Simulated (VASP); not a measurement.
# Be8Se5S3 (P1) in VASP: notebook

Be8Se5S3 is run at these levels: PBEsol; tasks: single point, relaxation of volume and atoms at fixed shape.

All numbers are computed with VASP 6.6.1; they aren't measurements. Logs are shortened: lines on timing, memory, paths and dates and some standing lists are left out, and cuts for length are marked.

### 1 The cell of the first run

The typed cell holds 64 atoms: a = 10.040 Å, b = 10.040 Å, c = 10.040 Å, α = 90.00°, β = 90.00°, γ = 90.00°.

### 2 Single point, PBEsol

Input file INCAR:

```
PREC     = Accurate       # precision mode
ENCUT    = 500            # plane-wave cutoff, eV
EDIFF    = 1E-6           # SCF threshold, eV
ISMEAR   = -1             # smearing method
SIGMA    = 0.05           # smearing width, eV
LREAL    = Auto         
LASPH    = T              # aspherical terms in the spheres
NELM     = 120            # most SCF steps
ALGO     = Normal         # electronic algorithm
ISIF     = 2              # what is computed and relaxed
LWAVE    = F              # write WAVECAR
LCHARG   = F              # write CHGCAR
GGA      = PS             # functional
ISYM     = -1           
NBANDS   = 166            # bands
GGA_COMPAT= F
```

Input file KPOINTS:

```
explicit points
1
Reciprocal
  0.25000000   0.25000000   0.25000000 1
```

Input file POSCAR:

```
Be8Se5S3
1.0
   10.0398102784      0.0000000000      0.0000000000
    0.0000000000     10.0398102784      0.0000000000
    0.0000000000      0.0000000000     10.0398102784
Be S Se
32 12 20
Direct
    0.0097140000      0.9999360000      0.0000960000
    0.0012280000      0.9991300000      0.4984810000
    0.0063250000      0.5051170000      0.0043790000
    0.9996720000      0.4992980000      0.4989040000
    0.4936030000      0.9943970000      0.0042530000
    0.4985690000      0.0004190000      0.4987100000
    0.5030070000      0.4949520000      0.0043000000
    0.4941550000      0.4948770000      0.5031970000
    0.2518180000      0.2491250000      0.0084210000
    0.2612890000      0.2477140000      0.4991750000
    0.2472680000      0.7535780000      0.0049230000
    0.2566850000      0.7551010000      0.5027740000
    0.7441700000      0.2533020000      0.9953380000
    0.7436020000      0.2440660000      0.5030030000
    0.7443310000      0.7447850000      0.0038520000
    0.7437290000      0.7541470000      0.4942990000
    0.2564740000      0.0039750000      0.2463660000
    0.2515100000      0.9904620000      0.7507670000
    0.2515960000      0.5008160000      0.2395360000
    0.2567480000      0.4932650000      0.7463260000
    0.7444690000      0.9946050000      0.2541150000
    0.7433820000      0.0047200000      0.7457250000
    0.7434890000      0.5032220000      0.2456470000
    0.7444240000      0.4961450000      0.7557950000
    0.0044890000      0.2431560000      0.2445150000
    0.0017780000      0.2491480000      0.7506150000
    0.0067360000      0.7445570000      0.2449870000
    0.0042800000      0.7546980000      0.7565980000
    0.4891140000      0.2490650000      0.2503480000
    0.5034310000      0.2523490000      0.7464970000
    0.5029960000      0.7541210000      0.2452790000
    0.4938250000      0.7541870000      0.7454370000
    0.1304050000      0.1233110000      0.1252290000
    0.1291460000      0.6264360000      0.1236980000
    0.6205840000      0.1247950000      0.6239090000
    0.6219680000      0.6249190000      0.1251060000
    0.3755110000      0.3747890000      0.1250830000
    0.3782710000      0.3716090000      0.6252340000
    0.3742910000      0.8749060000      0.1266800000
    0.3766470000      0.8777040000      0.6238510000
    0.3767340000      0.1235020000      0.3748990000
    0.1287700000      0.8749970000      0.8784370000
    0.6219850000      0.3747010000      0.8756310000
    0.6205700000      0.8761980000      0.3747440000
    0.1298970000      0.1231880000      0.6250680000
    0.1285160000      0.6261270000      0.6265150000
    0.6207540000      0.1246320000      0.1263400000
    0.6220010000      0.6249580000      0.6249680000
    0.8753160000      0.3757380000      0.1238360000
    0.8723680000      0.3734440000      0.6263470000
    0.8765250000      0.8736460000      0.1249940000
    0.8736390000      0.8759690000      0.6252920000
    0.3752810000      0.1244950000      0.8754240000
    0.3765830000      0.6260520000      0.3723170000
    0.3754230000      0.6247600000      0.8776500000
    0.8738070000      0.1234120000      0.3746360000
    0.8751100000      0.1244450000      0.8755100000
    0.8738740000      0.6261210000      0.3722910000
    0.8752740000      0.6249830000      0.8778990000
    0.1297310000      0.3732460000      0.3721460000
    0.1287260000      0.3746340000      0.8779710000
    0.1298100000      0.8760010000      0.3722890000
    0.6207670000      0.3732670000      0.3747370000
    0.6220510000      0.8748100000      0.8753690000
```

Potentials or basis: VASP PAW PBE potentials, release 64 (Be, S, Se).

Run with:

```bash
cat potpaw_PBE.64/Be/POTCAR potpaw_PBE.64/S/POTCAR potpaw_PBE.64/Se/POTCAR > POTCAR
mpirun -np 1 vasp_std > vasp.out
```

OUTCAR:

```text
PREC = Accurate
   ENCUT = 500
   EDIFF = 1E-6
   ISMEAR = -1
   LREAL = Auto
   LASPH = T
   NELM = 120
   ISIF = 2
   GGA = PS
   ISYM = -1

 ion  position               nearest neighbor table
   1  0.010  1.000  0.000-  42 2.12  33 2.14  57 2.23  51 2.23
   2  0.001  0.999  0.498-  56 2.18  52 2.19  62 2.19  45 2.20
   3  0.006  0.505  0.004-  34 2.11  59 2.19  61 2.20  49 2.20
   4  1.000  0.499  0.499-  58 2.20  50 2.21  60 2.22  46 2.22
   5  0.494  0.994  0.004-  39 2.09  64 2.19  53 2.19  47 2.20
   6  0.499  0.000  0.499-  41 2.14  40 2.14  44 2.15  35 2.15
[... 56 lines left out ...]
  63  0.621  0.373  0.375-   8 2.18  29 2.20  14 2.20  23 2.21
  64  0.622  0.875  0.875-   5 2.19  32 2.20  15 2.21  22 2.21

IMPORTANT INFORMATION: All symmetrisations will be switched off!
NOSYMM: (Re-)initialisation of all symmetry stuff for point group C_1.

----------------------------------------------------------------------------------------

                                     Primitive cell

  volume of cell :    1011.9907

  direct lattice vectors                    reciprocal lattice vectors
    10.039810278  0.000000000  0.000000000     0.099603476  0.000000000  0.000000000
     0.000000000 10.039810278  0.000000000     0.000000000  0.099603476  0.000000000
     0.000000000  0.000000000 10.039810278     0.000000000  0.000000000  0.099603476

  length of vectors
    10.039810278 10.039810278 10.039810278     0.099603476  0.099603476  0.099603476

  position of ions in fractional coordinates (direct lattice)
     0.009714000  0.999936000  0.000096000
     0.001228000  0.999130000  0.498481000
     0.006325000  0.505117000  0.004379000
     0.999672000  0.499298000  0.498904000
     0.493603000  0.994397000  0.004253000
     0.498569000  0.000419000  0.498710000
[... 56 lines left out ...]
     0.620767000  0.373267000  0.374737000
     0.622051000  0.874810000  0.875369000

  ion indices of the primitive-cell ions
   primitive index   ion index
                 1           1
                 2           2
                 3           3
                 4           4
                 5           5
                 6           6
[... 56 lines left out ...]
                63          63
                64          64

----------------------------------------------------------------------------------------

 KPOINTS: explicit points

Read explicit list of k-points.

 Found      1 k-points:

 Following reciprocal coordinates:
            Coordinates               Weight
  0.250000  0.250000  0.250000      1.000000
   k-points           NKPTS =      1   k-points in BZ     NKDIM =      1   number of bands    NBANDS=    166
   number of dos      NEDOS =    301   number of ions     NIONS =     64
   total plane-waves  NPLWV = 512000
   dimension x,y,z NGX =    80 NGY =   80 NGZ =   80
   dimension x,y,z NGXF=   160 NGYF=  160 NGZF=  160
   ions per type =              32  12  20
   NGX,Y,Z   is equivalent  to a cutoff of  13.25, 13.25, 13.25 a.u.
   NGXF,Y,Z  is equivalent  to a cutoff of  26.49, 26.49, 26.49 a.u.
 SYSTEM =  unknown system
   PREC   = accura    normal or accurate (medium, high low for compatibility)
   ISTART =      0    job   : 0-new  1-cont  2-samecut
   ICHARG =      2    charge: 1-file 2-atom 10-const
   ISPIN  =      1    spin polarized calculation?
   LNONCOLLINEAR =      F non collinear calculations
   LSORBIT =      F    spin-orbit coupling
   LASPH  =      T    aspherical Exc in radial PAW
   ENCUT  =  500.0 eV  36.75 Ry    6.06 a.u.  18.30 18.30 18.30*2*pi/ulx,y,z
   NELM   =    120;   NELMIN=  2; NELMDL= -5     # of ELM steps
   EDIFF  = 0.1E-05   stopping-criterion for ELM
   LREAL  =      T    real-space projection
   EDIFFG = 0.1E-04   stopping-criterion for IOM
   NSW    =      0    number of steps for IOM
   IBRION =     -1    ionic relax: 0-MD 1-quasi-New 2-CG
   NFREE  =      0    steps in history (QN), initial steepest desc. (CG)
   ISIF   =      2    stress and relaxation
   ISYM   =     -1    0-nonsym 1-usesym 2-fastsym
   POTIM  = 0.5000    time-step for ionic-motion
   TEBEG  =    0.0;   TEEND  =   0.0 temperature during run
   PSTRESS=    0.0 pullay stress
   NELECT =     256.0000    total number of electrons
   NUPDOWN=      -1.0000    fix difference up-down
   EMIN   =  10.00;   EMAX   =-10.00  energy-range for DOS
   EFERMI =   0.00;   METHOD = LEGACY
   ISMEAR =    -1;   SIGMA  =   0.05  broadening in eV -4-tet -1-fermi 0-gaus
   EFERMI_NEDOS =   21; number of points for ismear=-14 and -15
   IALGO  =     38    algorithm
   IMIX   =      4    mixing-type and parameters
     AMIX     =   0.40;   BMIX     =  1.00
     AMIX_MAG =   1.60;   BMIX_MAG =  1.00
  volume/ion in A,a.u.               =      15.81       106.71
  Fermi-wavevector in a.u.,A,eV,Ry     =   1.035371  1.956567 14.585351  1.071993
  Thomas-Fermi vector in A             =   2.169711
   LORBIT       =      0    0 simple, 1 ext, 2 COOP (PROOUT), +10 PAW based schemes
   GGA     = PS    functional components
   LHFCALC =     F    Hartree Fock is set to
   AEXX    =    0.0000 exact exchange contribution
   IVDW    =     0    specifies the selected vdW correction
   LEPSILON=     F    determine dielectric tensor
   LRPA    =     F    only Hartree local field effects (RPA)
 non-spin polarized calculation
  energy-cutoff  :      500.00
  volume of cell :     1011.99
 maximum number of plane-waves:     25683
 NGX is ok and might be reduce to    80
   NGX = 37   NGY = 37   NGZ = 37

 number of electron     255.9999989 magnetization

 Free energy of the ion-electron system (eV)
  ---------------------------------------------------
  ext. energy  EPLUGINS =         0.00000000
  ---------------------------------------------------
  free energy    TOTEN  =      -314.98575127 eV

  energy without entropy =     -314.98575127  energy(sigma->0) =     -314.98575127

 E-fermi :   4.7951     XC(G=0):  -9.7397

 val. band max:        3.5336811698   @ k =   0.2500   0.2500   0.2500
 cond. band min:       6.7933302470   @ k =   0.2500   0.2500   0.2500
 fundamental gap:      3.2596490772
 Fermi energy:         4.7951134381

 k-point     1 :       0.2500    0.2500    0.2500
  band No.  band energies     occupation
      1     -10.0159      2.00000
      2      -9.6262      2.00000
      3      -9.6009      2.00000
      4      -9.5782      2.00000
      5      -9.2777      2.00000
      6      -9.2495      2.00000
[... 132 lines left out ...]
    139       8.3618      0.00000
    140       8.3887      0.00000
 [bands above 140 left out]

------------------------ aborting loop because EDIFF is reached ----------------------------------------

  FORCE on cell =-STRESS in cart. coord.  units (eV):
  Direction    XX          YY          ZZ          XY          YZ          ZX
  --------------------------------------------------------------------------------------
  -------------------------------------------------------------------------------------
  Total        1.4308185      1.5835206      1.5706131     -4.1214045     -4.1157228     -4.1739630
  in kB        2.2652628      2.5070199      2.4865849     -6.5249818     -6.5159866     -6.6081921
  external PRESSURE =       2.4196226 kB  Pullay stress =       0.0000000 kB

 VOLUME and BASIS-vectors are now :
 -----------------------------------------------------------------------------
  energy-cutoff  :      500.00
  volume of cell :     1011.99
      direct lattice vectors                 reciprocal lattice vectors
    10.039810278  0.000000000  0.000000000     0.099603476  0.000000000  0.000000000
     0.000000000 10.039810278  0.000000000     0.000000000  0.099603476  0.000000000
     0.000000000  0.000000000 10.039810278     0.000000000  0.000000000  0.099603476

 POSITION                                       TOTAL-FORCE (eV/Angst)
 -----------------------------------------------------------------------------------
      0.09753     10.03917      0.00096         0.012744      0.004888      0.003996
      0.01233     10.03108      5.00465         0.005443      0.001809      0.005153
      0.06350      5.07128      0.04396         0.011491      0.014009      0.004760
     10.03652      5.01286      5.00890         0.002495      0.003668      0.002798
      4.95568      9.98356      0.04270        -0.003555      0.000196      0.013540
      5.00554      0.00421      5.00695         0.000401      0.006514      0.002495
[... 56 lines left out ...]
      6.23238      3.74753      3.76229         0.006966     -0.011923     -0.005138
      6.24527      8.78293      8.78854         0.003269     -0.006372     -0.007496
 -----------------------------------------------------------------------------------
    total drift:                                0.004035     -0.010837      0.016064

  FREE ENERGIE OF THE ION-ELECTRON SYSTEM (eV)
  ---------------------------------------------------
  free  energy   TOTEN  =      -314.9857512715 eV

  energy  without entropy=     -314.9857512714  energy(sigma->0) =     -314.98575127
```

It took 5.8 min on 1 thread of Intel Xeon 6975P-C (Granite Rapids), shared host; peak memory 1 GiB.

Results:

* Free energy: -314.9858 eV
* Pressure: 0.2 GPa
* Largest force: 0.020 eV/Å
* Band gap on the k mesh: 3.26 eV

Forces on the atoms (eV/Å):
```
Be   0.013  0.005  0.004
Be   0.005  0.002  0.005
Be   0.011  0.014  0.005
Be   0.002  0.004  0.003
Be  -0.004  0.000  0.014
Be   0.000  0.007  0.002
Be   0.007  0.002  0.005
Be  -0.009  0.006  0.008
Be   0.010  0.002  0.012
Be   0.019  0.006  0.003
Be   0.007  0.016  0.004
Be   0.011  0.011  0.008
Be  -0.007  0.010 -0.005
Be  -0.016  0.000  0.009
Be  -0.009  0.003  0.013
Be  -0.010  0.013  0.000
Be   0.016  0.010 -0.002
Be   0.010 -0.011  0.007
Be   0.009  0.010 -0.014
Be   0.016  0.005 -0.003
Be  -0.010 -0.001  0.008
Be  -0.014  0.014 -0.002
Be  -0.011  0.010 -0.003
Be  -0.011  0.003  0.009
Be   0.008 -0.003 -0.004
Be   0.008  0.005 -0.003
Be   0.014  0.000 -0.003
Be   0.005  0.014  0.010
Be  -0.007  0.009  0.007
Be   0.005  0.011 -0.001
Be   0.006  0.009 -0.003
Be  -0.006  0.014 -0.002
S   -0.013  0.001 -0.007
S   -0.012 -0.013  0.006
S    0.005 -0.008 -0.006
S   -0.004 -0.005 -0.002
S    0.002 -0.012  0.001
S   -0.005 -0.010 -0.003
S   -0.013 -0.010  0.003
S   -0.002  0.002 -0.002
S   -0.001 -0.009 -0.007
S   -0.006 -0.004 -0.007
S   -0.006 -0.008 -0.005
S    0.003 -0.007 -0.002
Se  -0.009  0.001 -0.004
Se  -0.003 -0.008 -0.004
Se   0.005 -0.007 -0.005
Se   0.004 -0.008 -0.003
Se  -0.002 -0.007  0.001
Se   0.008 -0.002 -0.005
Se   0.003 -0.003 -0.007
Se   0.004 -0.011 -0.005
Se  -0.005 -0.001 -0.007
Se  -0.002 -0.007 -0.002
Se  -0.007 -0.008  0.005
Se   0.002 -0.002 -0.006
Se   0.000 -0.008  0.005
Se   0.001 -0.006 -0.003
Se   0.002 -0.008 -0.006
Se  -0.008 -0.005  0.005
Se  -0.011 -0.005  0.000
Se  -0.009 -0.005 -0.007
Se   0.007 -0.012 -0.005
Se   0.003 -0.006 -0.007
```

Caveat: the PAW data sets were made with another functional, which shifts forces and pressure a little; a shifted mesh leaves out Γ, where band edges can lie. A k mesh can miss the band edges.

### 3 Single point, PBEsol

INCAR is that of step 2.

KPOINTS is that of step 2.

Edit POSCAR of step 2 so:

```diff
@@ -2,5 +2,5 @@
 1.0
-   10.0398102784      0.0000000000      0.0000000000
-    0.0000000000     10.0398102784      0.0000000000
-    0.0000000000      0.0000000000     10.0398102784
+   10.0398102822      0.0000000000      0.0000000000
+    0.0000000000     10.0398102822      0.0000000000
+    0.0000000000      0.0000000000     10.0398102822
 Be S Se
@@ -20,3 +20,3 @@
     0.2566850000      0.7551010000      0.5027740000
-    0.7441700000      0.2533020000      0.9953380000
+    0.7441700000      0.2533020000      0.9953390000
     0.7436020000      0.2440660000      0.5030030000
```

Potentials or basis: VASP PAW PBE potentials, release 64 (Be, S, Se).

Run with:

```bash
cat potpaw_PBE.64/Be/POTCAR potpaw_PBE.64/S/POTCAR potpaw_PBE.64/Se/POTCAR > POTCAR
mpirun -np 1 vasp_std > vasp.out
```

Run time: 4.7 min. Hardware: 1 thread of Intel Xeon 6975P-C (Granite Rapids), shared host; peak memory 1 GiB.

Results (log left out):

```
Free energy            : -314.9858 eV
Pressure               : 0.2 GPa
Largest force          : 0.020 eV/Å
Band gap on the k mesh : 3.26 eV
```

Forces on the atoms (eV/Å):
```
Be   0.013  0.005  0.004
Be   0.005  0.002  0.005
Be   0.011  0.014  0.005
Be   0.002  0.004  0.003
Be  -0.004  0.000  0.014
Be   0.000  0.007  0.002
Be   0.007  0.002  0.005
Be  -0.009  0.006  0.008
Be   0.010  0.002  0.012
Be   0.019  0.006  0.003
Be   0.007  0.016  0.004
Be   0.011  0.011  0.008
Be  -0.007  0.010 -0.005
Be  -0.016  0.000  0.009
Be  -0.009  0.003  0.013
Be  -0.010  0.013  0.000
Be   0.016  0.010 -0.002
Be   0.010 -0.011  0.007
Be   0.009  0.010 -0.014
Be   0.016  0.005 -0.003
Be  -0.010 -0.001  0.008
Be  -0.014  0.014 -0.002
Be  -0.011  0.010 -0.003
Be  -0.011  0.003  0.009
Be   0.008 -0.003 -0.004
Be   0.008  0.005 -0.003
Be   0.014  0.000 -0.003
Be   0.005  0.014  0.010
Be  -0.007  0.009  0.007
Be   0.005  0.011 -0.001
Be   0.006  0.009 -0.003
Be  -0.006  0.014 -0.002
S   -0.013  0.001 -0.007
S   -0.012 -0.013  0.006
S    0.005 -0.008 -0.006
S   -0.004 -0.005 -0.002
S    0.002 -0.012  0.001
S   -0.005 -0.010 -0.003
S   -0.013 -0.010  0.003
S   -0.002  0.002 -0.002
S   -0.001 -0.009 -0.007
S   -0.006 -0.004 -0.007
S   -0.006 -0.008 -0.005
S    0.003 -0.007 -0.002
Se  -0.009  0.001 -0.004
Se  -0.003 -0.008 -0.004
Se   0.005 -0.007 -0.005
Se   0.004 -0.008 -0.003
Se  -0.002 -0.007  0.001
Se   0.008 -0.002 -0.005
Se   0.003 -0.003 -0.007
Se   0.004 -0.011 -0.005
Se  -0.005 -0.001 -0.007
Se  -0.002 -0.007 -0.002
Se  -0.007 -0.008  0.005
Se   0.002 -0.002 -0.006
Se   0.000 -0.007  0.005
Se   0.001 -0.006 -0.003
Se   0.002 -0.008 -0.006
Se  -0.008 -0.005  0.005
Se  -0.011 -0.005  0.000
Se  -0.009 -0.005 -0.007
Se   0.007 -0.012 -0.005
Se   0.003 -0.006 -0.007
```

Stress tensor (GPa, compression positive):
```
 0.23 -0.65 -0.66
-0.65  0.25 -0.65
-0.66 -0.65  0.25
```

Levels at points of the mesh, in eV from the valence-band top:
```csv
k point,band 126,band 127,band 128,band 129,band 130,band 131
"(0.25, 0.25, 0.25)",-0.34,-0.02,0.00,3.26,3.37,3.40
```

Caveat: the PAW data sets were made with another functional, which shifts forces and pressure a little; a shifted mesh leaves out Γ, where band edges can lie. A k mesh can miss the band edges.

(Continued in part 2 of 2.)
